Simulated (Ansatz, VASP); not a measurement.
# Si in VASP and in Ansatz

```
Si
1.0
     0.00000    2.76825    2.76825
     2.76825    0.00000    2.76825
     2.76825    2.76825    0.00000
Si
2
Direct
  0.00000 0.00000 0.00000
  0.25000 0.25000 0.25000
```

Alike in both runs: task single point; functional PBE; k mesh 2 × 2 × 2; no spin polarisation.

```csv
,VASP,Ansatz
version,VASP 6.6.1,Ansatz 0.2 development build
potentials or method,"VASP PAW PBE potentials, release 64 (Si), cutoff 500 eV","all-electron full-potential LAPW, non-relativistic"
occupations,"gaussian, width 0.01 eV",fixed
```

VASP gave:

- gap on the k mesh at the Fermi level (eV): 0.72
- pressure (GPa): 3.6

Problem. Which values does Ansatz return?

Solution. gap on the k mesh at the Fermi level (eV): 0.73; pressure (GPa): 3.7.

Ansatz ran all-electron here, and VASP with PAW potentials.

The k mesh is coarse, so the values compare programs but aren't converged.
